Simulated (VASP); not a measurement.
The system is ZnSe.

```
Zn Se
1.0
     4.10770    0.00000    0.00000
     0.00000    4.10770    0.00000
     0.00000    0.00000    6.07035
Zn Se
2 2
Direct
  0.00000 0.00000 0.00000
  0.50000 0.50000 0.00000
  0.00000 0.50000 0.24628
  0.50000 0.00000 0.75372
```

Base run:

| Item | Value |
| --- | --- |
| Program | VASP 6.6.1 |
| Functional | PBEsol |
| Potentials or basis | VASP PAW PBE potentials, release 64 (Zn, Se) |
| Cutoff | 520 eV |
| k mesh | 4 × 4 × 4 |
| Occupations | gaussian, width 0.01 eV |
| Spin | no spin polarisation |

Its results: band gap on the k mesh 1.85 eV, direct; pressure -2.5 GPa; largest force 0.359 eV/Å.

Question: The run is repeated on the same cell with these changes: functional from PBEsol to LDA; potentials or basis from VASP PAW PBE potentials, release 64 (Zn, Se) to VASP PAW LDA potentials, release 64 (Zn, Se). What comes out?

Answer: Band gap on the k mesh 1.72 eV, direct; pressure -4.3 GPa; largest force 0.585 eV/Å.

Caveats: the PAW data sets were made with another functional, which shifts forces and pressure a little (some runs).

A k mesh can miss the band edges.
